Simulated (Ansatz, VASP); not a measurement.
K: VASP beside Ansatz

```
K
1.0
     4.22403    0.00000    0.00000
    -2.11201    3.65811    0.00000
     0.00000    0.00000    3.97058
K
1
Cartesian
  0.0000 0.0000 0.0000
```

Change from the starting cell: volume scaled by 0.8, PAW files.

Alike in both runs: task single point; functional PBE; k mesh 10 × 10 × 9; occupations fermi-dirac, width 0.08 eV; no spin polarisation.

|  | VASP | Ansatz |
| --- | --- | --- |
| version | VASP 6.6.1 | Ansatz 0.2.0 |
| potentials or method | VASP PAW PBE potentials, release 64 (K_sv) | PAW with Ansatz's default frozen-core files, scalar-relativistic |
| plane-wave cutoff (eV) | 520 | 420 |
| valence electrons in the cell | 9 | 9 |

|  | VASP | Ansatz | Ansatz less VASP |
| --- | --- | --- | --- |
| pressure (GPa) | 1.1 | 1.1 | +0.01 |
| traceless stress, the component that is largest in VASP (GPa) | -0.08 | -0.08 | -0.001 |
